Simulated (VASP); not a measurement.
# Mo in VASP: single point with PBEsol

Aim: the single point of Mo with PBEsol.

Everything below comes from runs of VASP 6.6.1. Logs are shortened: lines on timing, memory, paths and dates and some standing lists are left out, and cuts for length are marked.

## Step 1: The cell of the first run

The cell holds a slab with vacuum, 9 atoms: a = 2.710 Å, b = 4.426 Å, c = 25.220 Å, α = 90.00°, β = 90.00°, γ = 90.00°.

## Step 2: Single point, PBEsol

INCAR

```
SYSTEM = Mo
PREC = Accurate ; ENCUT = 400
EDIFF = 1E-6 ; ISMEAR = 0
SIGMA = 0.1 ; LREAL = .False.
LASPH = .True. ; NELM = 120
ALGO = Normal ; ISIF = 2
LWAVE = .False. ; LCHARG = .False.
LDIPOL = .True. ; IDIPOL = 3
DIPOL = 0.5 0.5 0.500 ; GGA = PS
NBANDS = 73 ; GGA_COMPAT = .False.
NELMDL = -8
```

KPOINTS

```
regular mesh
0
Gamma
  13 8 1
  0 0 0
```

POSCAR

```
Mo
1.0
    2.7100592321      0.0000000000      0.0000000000
    0.0000000000      4.4255081942      0.0000000000
    0.0000000000      0.0000000000     25.2202733888
Mo
9
Direct
    0.3333333333      0.5000000000      0.2973798057
    0.6666666667      0.0000000000      0.3480348543
    0.0000000000      0.5000000000      0.3986899028
    0.3333333333      0.0000000000      0.4493449514
    0.6666666667      0.5000000000      0.5000000000
    0.0000000000      0.0000000000      0.5506550486
    0.3333333333      0.5000000000      0.6013100972
    0.6666666667      0.0000000000      0.6519651457
    0.0000000000      0.5000000000      0.7026201943
```

Potentials or basis: VASP PAW PBE potentials, release 64 (Mo_sv).

On the command line:

```sh
$ cat potpaw_PBE.64/Mo_sv/POTCAR > POTCAR
$ mpirun -np 1 vasp_std > vasp.out
```

OUTCAR:

```text
SYSTEM = Mo
   PREC = Accurate
   ENCUT = 400
   EDIFF = 1E-6
   ISMEAR = 0
   LREAL = .False.
   LASPH = .True.
   NELM = 120
   ISIF = 2
   GGA = PS
   NELMDL = -8

 ion  position               nearest neighbor table
   1  0.333  0.500  0.297-   3 2.71   2 2.71   2 2.71   3 3.13   2 3.13   2 3.13
   2  0.667  0.000  0.348-   4 2.71   3 2.71   3 2.71   1 2.71   1 2.71   4 3.13   3 3.13   3 3.13
                             1 3.13   1 3.13
   3  0.000  0.500  0.399-   1 2.71   2 2.71   2 2.71   4 2.71   4 2.71   5 2.71   1 3.13   2 3.13
                             2 3.13   4 3.13   4 3.13   5 3.13
   4  0.333  0.000  0.449-   2 2.71   3 2.71   3 2.71   5 2.71   5 2.71   6 2.71   2 3.13   5 3.13
                             5 3.13   3 3.13   3 3.13   6 3.13
   5  0.667  0.500  0.500-   6 2.71   6 2.71   4 2.71   4 2.71   3 2.71   7 2.71   4 3.13   4 3.13
                             6 3.13   6 3.13   7 3.13   3 3.13
   6  0.000  0.000  0.551-   8 2.71   7 2.71   5 2.71   5 2.71   7 2.71   4 2.71   8 3.13   5 3.13
                             5 3.13   7 3.13   7 3.13   4 3.13
   7  0.333  0.500  0.601-   9 2.71   8 2.71   8 2.71   6 2.71   6 2.71   5 2.71   9 3.13   8 3.13
                             8 3.13   6 3.13   6 3.13   5 3.13
   8  0.667  0.000  0.652-   6 2.71   7 2.71   7 2.71   9 2.71   9 2.71   6 3.13   7 3.13   7 3.13
                             9 3.13   9 3.13
   9  0.000  0.500  0.703-   7 2.71   8 2.71   8 2.71   7 3.13   8 3.13   8 3.13

  LATTYP: Found a simple orthorhombic cell.
 ALAT       =     2.7100592321
 B/A-ratio  =     1.6329931618
 C/A-ratio  =     9.3061705405

  Lattice vectors:

 A1 = (   2.7100592321,   0.0000000000,   0.0000000000)
 A2 = (   0.0000000000,   4.4255081942,   0.0000000000)
 A3 = (   0.0000000000,   0.0000000000,  25.2202733888)

Analysis of symmetry for initial positions (statically):
=====================================================================
 Subroutine PRICEL returns:
 Original cell was already a primitive cell.

 Routine SETGRP: Setting up the symmetry group for a
 simple orthorhombic supercell.

 Subroutine GETGRP returns: Found  4 space group operations
 (whereof  2 operations were pure point group operations)
 out of a pool of  8 trial point group operations.

The static configuration has the point symmetry C_1h.
 The point group associated with its full space group is C_2h.

Analysis of symmetry for dynamics (positions and initial velocities):
=====================================================================
 Subroutine PRICEL returns:
 Original cell was already a primitive cell.

 Routine SETGRP: Setting up the symmetry group for a
 simple orthorhombic supercell.

[... 135 lines left out ...]
   EFERMI_NEDOS =   21; number of points for ismear=-14 and -15
   IALGO  =     38    algorithm
   IMIX   =      4    mixing-type and parameters
     AMIX     =   0.40;   BMIX     =  1.00
     AMIX_MAG =   1.60;   BMIX_MAG =  1.00
  volume/ion in A,a.u.               =      33.61       226.80
  Fermi-wavevector in a.u.,A,eV,Ry     =   1.222647  2.310468 20.338884  1.494866
  Thomas-Fermi vector in A             =   2.357786
   LORBIT       =      0    0 simple, 1 ext, 2 COOP (PROOUT), +10 PAW based schemes
   GGA     = PS    functional components
   LHFCALC =     F    Hartree Fock is set to
   AEXX    =    0.0000 exact exchange contribution
   IVDW    =     0    specifies the selected vdW correction
   LEPSILON=     F    determine dielectric tensor
   LRPA    =     F    only Hartree local field effects (RPA)
 non-spin polarized calculation
 Gauss-broadening in eV      SIGMA  =   0.10
  energy-cutoff  :      400.00
  volume of cell :      302.48
 maximum number of plane-waves:      5549
 NGX is ok and might be reduce to    18
   NGX =  9   NGY = 15   NGZ = 83

 number of electron     126.0000022 magnetization

 dipolmoment           0.000000      0.000000      0.000000 electrons x Angstroem

 Free energy of the ion-electron system (eV)
  ---------------------------------------------------
  ext. energy  EPLUGINS =         0.00000000
  ---------------------------------------------------
  free energy    TOTEN  =      -100.78109545 eV

  energy without entropy =     -100.75260702  energy(sigma->0) =     -100.76685123

 E-fermi :   3.6246     XC(G=0):  -7.1720

 val. band max:        3.6063955243   @ k =   0.0769   0.0000   0.0000
 cond. band min:       3.6319486397   @ k =   0.0000   0.3750   0.0000
 fundamental gap:      0.0255531154
 Fermi energy:         3.6246162762

 k-point     1 :       0.0000    0.0000    0.0000
  band No.  band energies     occupation
      1     -57.5789      2.00000
      2     -57.5297      2.00000
      3     -57.3990      2.00000
      4     -57.3023      2.00000
      5     -57.3018      2.00000
      6     -57.2939      2.00000
[... 1813 lines left out ...]
     72       4.6371      0.00000
     73       4.7698      0.00000

 [... further k-points ...]

------------------------ aborting loop because EDIFF is reached ----------------------------------------

 vacuum level on the upper side and lower side of the slab       (xc-potential included)        -0.173        -0.173

  FORCE on cell =-STRESS in cart. coord.  units (eV):
  Direction    XX          YY          ZZ          XY          YZ          ZX
  --------------------------------------------------------------------------------------
  -------------------------------------------------------------------------------------
  Total       -9.7032463     -8.8649300     -7.4713084      0.0000000      0.0000000      0.5361595
  in kB      -51.3967804    -46.9563326    -39.5745079      0.0000000      0.0000000      2.8399642
  external PRESSURE =     -45.9758736 kB  Pullay stress =       0.0000000 kB

 VOLUME and BASIS-vectors are now :
 -----------------------------------------------------------------------------
  energy-cutoff  :      400.00
  volume of cell :      302.48
      direct lattice vectors                 reciprocal lattice vectors
     2.710059232  0.000000000  0.000000000     0.368995625  0.000000000  0.000000000
     0.000000000  4.425508194  0.000000000     0.000000000  0.225962750  0.000000000
     0.000000000  0.000000000 25.220273389     0.000000000  0.000000000  0.039650641

 POSITION                                       TOTAL-FORCE (eV/Angst)
 -----------------------------------------------------------------------------------
      0.90335      2.21275      7.50000        -0.062764      0.000000      1.748152
      1.80671      0.00000      8.77753        -0.198266      0.000000     -0.880521
      0.00000      2.21275     10.05507         0.292375      0.000000     -0.740289
      0.90335      0.00000     11.33260         0.050522      0.000000     -0.271159
      1.80671      2.21275     12.61014         0.000000      0.000000      0.000000
      0.00000      0.00000     13.88767        -0.050522      0.000000      0.271159
      0.90335      2.21275     15.16521        -0.292375      0.000000      0.740289
      1.80671      0.00000     16.44274         0.198266      0.000000      0.880521
      0.00000      2.21275     17.72027         0.062764      0.000000     -1.748152
 -----------------------------------------------------------------------------------
    total drift:                               -0.000001      0.000000      0.000000

  FREE ENERGIE OF THE ION-ELECTRON SYSTEM (eV)
  ---------------------------------------------------
  free  energy   TOTEN  =      -100.7810954471 eV

  energy  without entropy=     -100.7526070199  energy(sigma->0) =     -100.76685123

 vacuum level on the upper side and lower side of the slab         7.644         7.644
```

It took 39 min on 1 thread of Intel Xeon 8259CL, shared host; peak memory 0.51 GiB.

Results:

- Free energy: -100.7811 eV
- Largest force: 1.749 eV/Å
- Band gap on the k mesh: zero (bands 63 and 64 overlap by 1.47 eV)

Forces on the atoms (eV/Å):
```
Mo  -0.063  0.000  1.748
Mo  -0.198  0.000 -0.881
Mo   0.292  0.000 -0.740
Mo   0.051  0.000 -0.271
Mo   0.000  0.000  0.000
Mo  -0.051  0.000  0.271
Mo  -0.292  0.000  0.740
Mo   0.198  0.000  0.881
Mo   0.063  0.000 -1.748
```

Caveat: the PAW data sets were made with another functional, which shifts forces and pressure a little.
